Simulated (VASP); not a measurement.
# Rb (I4/mmm) in VASP: a series of runs

The runs below take Rb through single point, with PBE+D3(BJ).

All numbers are computed with VASP 6.6.1; they aren't measurements. Logs are shortened: lines on timing, memory, paths and dates and some standing lists are left out, and cuts for length are marked.

## Step 1: The cell of the first run

The structure is tetragonal, space group I4/mmm (No. 139). The conventional cell has a = 5.727 Å, b = 5.727 Å, c = 7.280 Å, α = 90.00°, β = 90.00°, γ = 90.00°.

## Step 2: Single point, PBE+D3(BJ) (strain +0.1125 x Voigt [1, 1, 0, 0, 0, 0])

The input, INCAR:

```
PREC = Accurate
ENCUT = 520
EDIFF = 1E-6
ISMEAR = 0
SIGMA = 0.15
LREAL = False
LASPH = True
NELM = 60
ALGO = Fast
ISIF = 2
LWAVE = False
LCHARG = False
GGA = PE
IVDW = 12
NBANDS = 10
```

The input, KPOINTS:

```
regular mesh
0
Gamma
  12 12 12
```

The input, POSCAR:

```
Rb
1.0
    0.0000000000      4.0493716954      3.6398846700
    4.0493716954      0.0000000000      3.6398846700
    4.0493716954      4.0493716954      0.0000000000
Rb
1
Direct
    0.0000000000      0.0000000000      0.0000000000
```

Potentials or basis: VASP PAW PBE potentials, release 64 (Rb_sv).

Run with:

```
$ cat potpaw_PBE.64/Rb_sv/POTCAR > POTCAR
$ mpirun -np 1 vasp_std > vasp.out
```

OUTCAR:

```text
PREC = Accurate
   ENCUT = 520
   EDIFF = 1E-6
   ISMEAR = 0
   LREAL = False
   LASPH = True
   NELM = 60
   ISIF = 2
   GGA = PE
   IVDW = 12
 IVDW          = 12

 ion  position               nearest neighbor table
   1  0.000  0.000  0.000-

  LATTYP: Found a body centered tetragonal cell.
 ALAT       =     5.7266763707
 C/A-ratio  =     1.2712032021

  Lattice vectors:

 A1 = (   0.0000000000,  -4.0493716954,  -3.6398846700)
 A2 = (   0.0000000000,   4.0493716954,  -3.6398846700)
 A3 = (   4.0493716954,   0.0000000000,   3.6398846700)

Analysis of symmetry for initial positions (statically):
=====================================================================
 Subroutine PRICEL returns:
 Original cell was already a primitive cell.

 Routine SETGRP: Setting up the symmetry group for a
 body centered tetragonal supercell.

 Subroutine GETGRP returns: Found 16 space group operations
 (whereof 16 operations were pure point group operations)
 out of a pool of 16 trial point group operations.

The static configuration has the point symmetry D_4h.

Analysis of symmetry for dynamics (positions and initial velocities):
=====================================================================
 Subroutine PRICEL returns:
 Original cell was already a primitive cell.

 Routine SETGRP: Setting up the symmetry group for a
 body centered tetragonal supercell.

 Subroutine GETGRP returns: Found 16 space group operations
 (whereof 16 operations were pure point group operations)
 out of a pool of 16 trial point group operations.

The dynamic configuration has the point symmetry D_4h.

 Subroutine INISYM returns: Found 16 space group operations
 (whereof 16 operations are pure point group operations),
 and found     1 'primitive' translations

----------------------------------------------------------------------------------------

                                     Primitive cell

  volume of cell :     119.3694

  direct lattice vectors                    reciprocal lattice vectors
     0.000000000  4.049371695  3.639884670    -0.123475946  0.123475946  0.137366990
     4.049371695  0.000000000  3.639884670     0.123475946 -0.123475946  0.137366990
     4.049371695  4.049371695  0.000000000     0.123475946  0.123475946 -0.137366990

  length of vectors
     5.444829799  5.444829799  5.726676371     0.222176300  0.222176300  0.222176300

  position of ions in fractional coordinates (direct lattice)
     0.000000000  0.000000000  0.000000000

  ion indices of the primitive-cell ions
   primitive index   ion index
                 1           1

----------------------------------------------------------------------------------------

 KPOINTS: regular mesh

Automatic generation of k-mesh.
 Grid dimensions read from file:
 generate k-points for:   12   12   12

 Generating k-lattice:

  Cartesian coordinates                     Fractional coordinates (reciprocal lattice)
    -0.010289662  0.010289662  0.011447249     0.083333333  0.000000000  0.000000000
     0.010289662 -0.010289662  0.011447249     0.000000000  0.083333333  0.000000000
     0.010289662  0.010289662 -0.011447249     0.000000000  0.000000000  0.083333333

  Length of vectors
     0.018514692  0.018514692  0.018514692

  Shift w.r.t. Gamma in fractional coordinates (k-lattice)
     0.000000000  0.000000000  0.000000000

 Subroutine IBZKPT returns following result:
 ===========================================

 Found    163 irreducible k-points:

 Following reciprocal coordinates:
            Coordinates               Weight
  0.000000  0.000000  0.000000      1.000000
  0.083333 -0.000000  0.000000      8.000000
  0.166667  0.000000  0.000000      8.000000
  0.250000  0.000000  0.000000      8.000000
  0.333333  0.000000  0.000000      8.000000
  0.416667 -0.000000  0.000000      8.000000
[... 16 lines left out ...]
  0.500000  0.166667  0.000000      8.000000
 -0.416667  0.166667  0.000000      8.000000
 [... further k-points ...]
   k-points           NKPTS =    163   k-points in BZ     NKDIM =    163   number of bands    NBANDS=     10
   number of dos      NEDOS =    301   number of ions     NIONS =      1
   total plane-waves  NPLWV =  76800
   dimension x,y,z NGX =    40 NGY =   40 NGZ =   48
   dimension x,y,z NGXF=    80 NGYF=   80 NGZF=   96
   ions per type =               1
   NGX,Y,Z   is equivalent  to a cutoff of  12.21, 12.21, 13.93 a.u.
   NGXF,Y,Z  is equivalent  to a cutoff of  24.43, 24.43, 27.87 a.u.
 SYSTEM =  unknown system
   PREC   = accura    normal or accurate (medium, high low for compatibility)
   ISTART =      0    job   : 0-new  1-cont  2-samecut
   ICHARG =      2    charge: 1-file 2-atom 10-const
   ISPIN  =      1    spin polarized calculation?
   LNONCOLLINEAR =      F non collinear calculations
   LSORBIT =      F    spin-orbit coupling
   LASPH  =      T    aspherical Exc in radial PAW
   ENCUT  =  520.0 eV  38.22 Ry    6.18 a.u.  10.12 10.12 10.65*2*pi/ulx,y,z
   NELM   =     60;   NELMIN=  2; NELMDL= -5     # of ELM steps
   EDIFF  = 0.1E-05   stopping-criterion for ELM
   LREAL  =      F    real-space projection
   EDIFFG = 0.1E-04   stopping-criterion for IOM
   NSW    =      0    number of steps for IOM
   IBRION =     -1    ionic relax: 0-MD 1-quasi-New 2-CG
   NFREE  =      0    steps in history (QN), initial steepest desc. (CG)
   ISIF   =      2    stress and relaxation
   ISYM   =      2    0-nonsym 1-usesym 2-fastsym
   POTIM  = 0.5000    time-step for ionic-motion
   TEBEG  =    0.0;   TEEND  =   0.0 temperature during run
   PSTRESS=    0.0 pullay stress
   NELECT =       9.0000    total number of electrons
   NUPDOWN=      -1.0000    fix difference up-down
   EMIN   =  10.00;   EMAX   =-10.00  energy-range for DOS
   EFERMI =   0.00;   METHOD = LEGACY
   ISMEAR =     0;   SIGMA  =   0.15  broadening in eV -4-tet -1-fermi 0-gaus
   EFERMI_NEDOS =   21; number of points for ismear=-14 and -15
   IALGO  =     68    algorithm
   IMIX   =      4    mixing-type and parameters
     AMIX     =   0.40;   BMIX     =  1.00
     AMIX_MAG =   1.60;   BMIX_MAG =  1.00
  volume/ion in A,a.u.               =     119.37       805.54
  Fermi-wavevector in a.u.,A,eV,Ry     =   0.691605  1.306944  6.507902  0.478317
  Thomas-Fermi vector in A             =   1.773303
   LORBIT       =      0    0 simple, 1 ext, 2 COOP (PROOUT), +10 PAW based schemes
   GGA     = PE    functional components
   LHFCALC =     F    Hartree Fock is set to
   AEXX    =    0.0000 exact exchange contribution
   IVDW    =    12    specifies the selected vdW correction
   LEPSILON=     F    determine dielectric tensor
   LRPA    =     F    only Hartree local field effects (RPA)
 non-spin polarized calculation
 RMM-DIIS sequential band-by-band and
 Gauss-broadening in eV      SIGMA  =   0.15
  energy-cutoff  :      520.00
  volume of cell :      119.37
 maximum number of plane-waves:      3250
   NGX = 21   NGY = 21   NGZ = 21

 number of electron       9.0000000 magnetization

 Free energy of the ion-electron system (eV)
  ---------------------------------------------------
  ext. energy  EPLUGINS =         0.00000000
  ---------------------------------------------------
  free energy    TOTEN  =        -0.89352096 eV

  energy without entropy =       -0.88237672  energy(sigma->0) =       -0.88794884

 E-fermi :  -0.5133     XC(G=0):  -4.8558

 val. band max:       -0.5165188684   @ k =   0.5000   0.0833   0.3333
 cond. band min:      -0.5111804286   @ k =   0.5000   0.1667   0.0833
 fundamental gap:      0.0053384397
 Fermi energy:        -0.5133301239

 k-point     1 :       0.0000    0.0000    0.0000
  band No.  band energies     occupation
      1     -29.5876      2.00000
      2     -13.6455      2.00000
      3     -13.6450      2.00000
      4     -13.6450      2.00000
      5      -2.1468      2.00000
      6       2.7616      0.00000
      7       2.7616      0.00000
      8       3.0440      0.00000
      9       3.6023      0.00000
     10       4.1000      0.00000

 k-point     2 :       0.0833   -0.0000    0.0000
  band No.  band energies     occupation
      1     -29.5876      2.00000
      2     -13.6476      2.00000
      3     -13.6456      2.00000
      4     -13.6454      2.00000
      5      -2.0852      2.00000
      6       2.6198      0.00000
      7       2.7752      0.00000
      8       3.0083      0.00000
      9       3.5488      0.00000
     10       4.0043      0.00000

 k-point     3 :       0.1667    0.0000    0.0000
  band No.  band energies     occupation
      1     -29.5874      2.00000
      2     -13.6540      2.00000
      3     -13.6470      2.00000
      4     -13.6458      2.00000
      5      -1.9030      2.00000
      6       2.1888      0.00000
      7       2.7704      0.00000
      8       3.0449      0.00000
      9       3.5031      0.00000
     10       3.8464      0.00000

 k-point     4 :       0.2500    0.0000    0.0000
  band No.  band energies     occupation
      1     -29.5872      2.00000
      2     -13.6627      2.00000
      3     -13.6490      2.00000
      4     -13.6464      2.00000
      5      -1.6076      2.00000
      6       1.6415      0.00000
      7       2.6783      0.00000
      8       3.0685      0.00000
      9       3.6341      0.00000
     10       3.8063      0.00000

 k-point     5 :       0.3333    0.0000    0.0000
  band No.  band energies     occupation
      1     -29.5869      2.00000
      2     -13.6714      2.00000
      3     -13.6509      2.00000
      4     -13.6469      2.00000
      5      -1.2122      2.00000
      6       1.0560      0.00000
      7       2.5489      0.00000
      8       3.0030      0.00000
      9       3.9232      0.00000
     10       3.9583      0.00000

 k-point     6 :       0.4167   -0.0000    0.0000
  band No.  band energies     occupation
      1     -29.5868      2.00000
      2     -13.6777      2.00000
      3     -13.6523      2.00000
      4     -13.6473      2.00000
      5      -0.7409      1.96809
      6       0.4682      0.00000
      7       2.4522      0.00000
      8       2.9168      0.00000
      9       4.0317      0.00000
     10       4.3645      0.00000
[... 183 lines left out ...]
 k-point    21 :       0.3333    0.1667    0.0000
  band No.  band energies     occupation
      1     -29.5868      2.00000
      2     -13.6683      2.00000
      3     -13.6536      2.00000
      4     -13.6511      2.00000
      5      -1.1918      2.00000
      6       1.4135      0.00000
      7       2.4885      0.00000
      8       2.6031      0.00000
      9       3.2501      0.00000
     10       4.1622      0.00000

 k-point    22 :       0.4167    0.1667    0.0000
  band No.  band energies     occupation
      1     -29.5866      2.00000
      2     -13.6745      2.00000
      3     -13.6550      2.00000
      4     -13.6522      2.00000
      5      -0.7566      1.97820
      6       0.8688      0.00000
      7       2.3237      0.00000
      8       2.5427      0.00000
      9       3.3680      0.00000
     10       4.4135      0.00000

 k-point    23 :       0.5000    0.1667    0.0000
  band No.  band energies     occupation
      1     -29.5865      2.00000
      2     -13.6776      2.00000
      3     -13.6553      2.00000
      4     -13.6534      2.00000
      5      -0.2629      0.01823
      6       0.3175      0.00000
      7       2.2439      0.00000
      8       2.5119      0.00000
      9       3.3607      0.00000
     10       4.5531      0.00000

 k-point    24 :      -0.4167    0.1667    0.0000
  band No.  band energies     occupation
      1     -29.5866      2.00000
      2     -13.6767      2.00000
      3     -13.6546      2.00000
      4     -13.6546      2.00000
      5      -0.2931      0.03785
      6       0.3559      0.00000
      7       2.2007      0.00000
      8       2.5342      0.00000
      9       3.4028      0.00000
     10       4.2817      0.00000

 [... further k-points ...]

------------------------ aborting loop because EDIFF is reached ----------------------------------------

 Edisp (eV)   -0.07660

 E8    (eV) :    -0.0441

  FORCE on cell =-STRESS in cart. coord.  units (eV):
  Direction    XX          YY          ZZ          XY          YZ          ZX
  --------------------------------------------------------------------------------------
  -------------------------------------------------------------------------------------
  Total      -0.42455    -0.42455    -0.40316     0.00000     0.00000     0.00000
  in kB      -5.69832    -5.69832    -5.41116     0.00000     0.00000     0.00000
  external pressure =       -5.60 kB  Pullay stress =        0.00 kB

 VOLUME and BASIS-vectors are now :
 -----------------------------------------------------------------------------
  energy-cutoff  :      520.00
  volume of cell :      119.37
      direct lattice vectors                 reciprocal lattice vectors
     0.000000000  4.049371695  3.639884670    -0.123475946  0.123475946  0.137366990
     4.049371695  0.000000000  3.639884670     0.123475946 -0.123475946  0.137366990
     4.049371695  4.049371695  0.000000000     0.123475946  0.123475946 -0.137366990

 POSITION                                       TOTAL-FORCE (eV/Angst)
 -----------------------------------------------------------------------------------
      0.00000      0.00000      0.00000         0.000000      0.000000     -0.000000
 -----------------------------------------------------------------------------------
    total drift:                               -0.000000     -0.000000     -0.000000

  FREE ENERGIE OF THE ION-ELECTRON SYSTEM (eV)
  ---------------------------------------------------
  free  energy   TOTEN  =        -0.9701195796 eV

  energy  without entropy=       -0.9589753376  energy(sigma->0) =       -0.96454746
```

Wall time 1.7 min (1 thread of AMD EPYC 9R45 (Zen 5), shared host); peak memory 0.35 GiB.

What came out:

```
Free energy                : -0.9701 eV
Pressure                   : -0.6 GPa
Dispersion energy per atom : -0.077 eV
```

Caveat: the cell differs from its parent crystal (strain +0.1125 x Voigt [1, 1, 0, 0, 0, 0]); pairwise dispersion overbinds metals, which lowers pressure and volume.

## Step 3: Single point, PBE+D3(BJ) (strain +0.1500 x Voigt [1, 1, 0, 0, 0, 0])

Edit INCAR of step 2 so:

```diff
@@ -7,3 +7,3 @@
 LASPH = True
-NELM = 60
+NELM = 80
 ALGO = Fast
```

The input, KPOINTS:

```
Automatic mesh
0
Gamma
  12 12 12
```

The input, POSCAR:

```
Rb
1.0
    0.0000000000      4.1858673705      3.6398846700
    4.1858673705      0.0000000000      3.6398846700
    4.1858673705      4.1858673705      0.0000000000
Rb
1
Direct
    0.0000000000      0.0000000000      0.0000000000
```

Potentials or basis: VASP PAW PBE potentials, release 64 (Rb_sv).

Run with:

```
$ cat potpaw_PBE.64/Rb_sv/POTCAR > POTCAR
$ mpirun -np 1 vasp_std > vasp.out
```

Wall time 1.9 min (1 thread of AMD EPYC 9R45 (Zen 5), shared host); peak memory 0.37 GiB.

The run converged. Its results:

* Free energy: -0.9402 eV
* Pressure: -0.6 GPa
* Dispersion energy per atom: -0.071 eV

Levels at points of the mesh, in eV from the Fermi level:
| k point | band 2 | band 3 | band 4 | band 5 | band 6 | band 7 | band 8 | band 9 |
| --- | --- | --- | --- | --- | --- | --- | --- | --- |
| (0.00, 0.00, 0.00) | -13.19 | -13.19 | -13.19 | -1.56 | 3.21 | 3.21 | 3.55 | 3.92 |
| (0.50, 0.00, 0.00) | -13.21 | -13.19 | -13.19 | 0.16 | 0.54 | 2.82 | 3.37 | 4.43 |
| (0.50, 0.50, 0.00) | -13.21 | -13.20 | -13.20 | 1.04 | 1.56 | 1.66 | 3.09 | 3.09 |
| (0.50, 0.00, 0.50) | -13.21 | -13.20 | -13.19 | 0.53 | 0.87 | 2.02 | 3.60 | 3.77 |

Caveat: the cell differs from its parent crystal (strain +0.1500 x Voigt [1, 1, 0, 0, 0, 0]); pairwise dispersion overbinds metals, which lowers pressure and volume.

## Step 4: Single point, PBE+D3(BJ) (strain -0.0750 x Voigt [1, 1, 0, 0, 0, 0])

The input, INCAR:

```
ALGO     = Normal         # electronic algorithm
EDIFF    = 1E-6           # SCF threshold, eV
ENCUT    = 520            # plane-wave cutoff, eV
GGA      = PE             # functional
ISIF     = 2              # what is computed and relaxed
ISMEAR   = 0              # smearing method
IVDW     = 12             # dispersion correction
LASPH    = T              # aspherical terms in the spheres
LCHARG   = F              # write CHGCAR
LREAL    = F              # projectors in reciprocal space
LWAVE    = F              # write WAVECAR
NBANDS   = 10             # bands
NELM     = 60             # most SCF steps
PREC     = Accurate       # precision mode
SIGMA    = 0.15           # smearing width, eV
```

The input, KPOINTS:

```
k-points
0
Gamma
  12 12 12
```

The input, POSCAR:

```
Rb
1.0
    0.0000000000      3.3668933198      3.6398846700
    3.3668933198      0.0000000000      3.6398846700
    3.3668933198      3.3668933198      0.0000000000
Rb
1
Direct
    0.0000000000      0.0000000000      0.0000000000
```

Run with:

```
$ cat potpaw_PBE.64/Rb_sv/POTCAR > POTCAR
$ mpirun -np 1 vasp_std > vasp.out
```

Wall time 56 s (1 thread of AMD EPYC 9R45 (Zen 5), shared host); peak memory 0.28 GiB.

The run converged. Its results:

```yaml
Free_energy: -1.0440 eV
Pressure: 0.1 GPa
Dispersion_energy_per_atom: -0.111 eV
```

Stress tensor (GPa, compression positive):
```
0.16 0.00 0.00
0.00 0.16 0.00
0.00 0.00 0.07
```

Levels at points of the mesh, in eV from the Fermi level:
```csv
k point,band 1,band 2,band 3,band 4,band 5,band 6,band 7,band 8,band 9,band 10
"(0.00, 0.00, 0.00)",-28.85,-12.89,-12.88,-12.88,-2.10,3.50,3.80,3.80,4.73,5.42
"(0.50, 0.00, 0.00)",-28.85,-13.02,-12.91,-12.89,0.12,0.73,3.23,3.69,5.87,5.89
"(0.50, 0.50, 0.00)",-28.85,-13.00,-12.92,-12.92,0.42,1.21,1.94,5.14,5.14,5.38
"(0.50, 0.00, 0.50)",-28.84,-13.01,-12.95,-12.93,0.65,1.73,1.74,4.58,4.78,5.25
```

Caveat: the cell differs from its parent crystal (strain -0.0750 x Voigt [1, 1, 0, 0, 0, 0]); pairwise dispersion overbinds metals, which lowers pressure and volume.

## Step 5: The runs side by side

| cell | gap on the mesh (eV) | pressure (GPa) |
| --- | --- | --- |
| a = 5.445, b = 5.445, c = 5.727 Å, angles 58.3, 58.3, 63.5°, 1 atom | none | -0.6 |
| a = 5.547, b = 5.547, c = 5.920 Å, angles 57.8, 57.8, 64.5°, 1 atom | none | -0.6 |
| a = 4.958, b = 4.958, c = 4.762 Å, angles 61.3, 61.3, 57.4°, 1 atom | none | 0.1 |

Alike in all rows: task single point; level PBE+D3(BJ); potentials or basis VASP PAW PBE potentials, release 64 (Rb_sv); no spin polarisation; k mesh 12 × 12 × 12; cutoff (eV) 520; smearing gaussian 0.15 eV.

Caveats: pairwise dispersion overbinds metals, which lowers pressure and volume.

Total energies depend on the potentials used, so only differences within one code and one set of settings carry meaning.
